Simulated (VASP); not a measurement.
Here is a VASP 6.6.1 calculation.

The input INCAR:

```
SYSTEM = MgC
ALGO = Normal
EDIFF = 1E-7
ENCUT = 520
GGA = PE
ISIF = 2
ISMEAR = 0
LASPH = .True.
LCHARG = .False.
LREAL = .False.
LWAVE = .False.
NBANDS = 14
NELM = 60
PREC = Accurate
SIGMA = 0.1
```

The input KPOINTS:

```
k-points
0
Gamma
  4 6 4
  0 0 0
```

The input POSCAR:

```
MgC
1.0
    4.7356152800      0.0000000000      0.0000000000
    0.0000000000      3.1382070800      0.0000000000
    0.0000000000      0.0000000000      4.7464935800
Mg C
2 2
Direct
    0.7500000000      0.5000000000      0.2541110000
    0.2500000000      0.5000000000      0.7458890000
    0.2500000000      0.0000000000      0.2395320000
    0.7500000000      0.0000000000      0.7604680000
```

Potentials or basis: VASP PAW PBE potentials, release 64 (Mg, C).

Launch:

```bash
$ cat potpaw_PBE.64/Mg/POTCAR potpaw_PBE.64/C/POTCAR > POTCAR
$ mpirun -np 1 vasp_std > vasp.out
```

(1) What does it give for the band gap on the k mesh?

(2) Estimate the pressure.

Results:

(1) zero (band 6 reaches 2.83 eV, above the bottom of band 7 at 1.23 eV).

(2) -19.7 GPa.
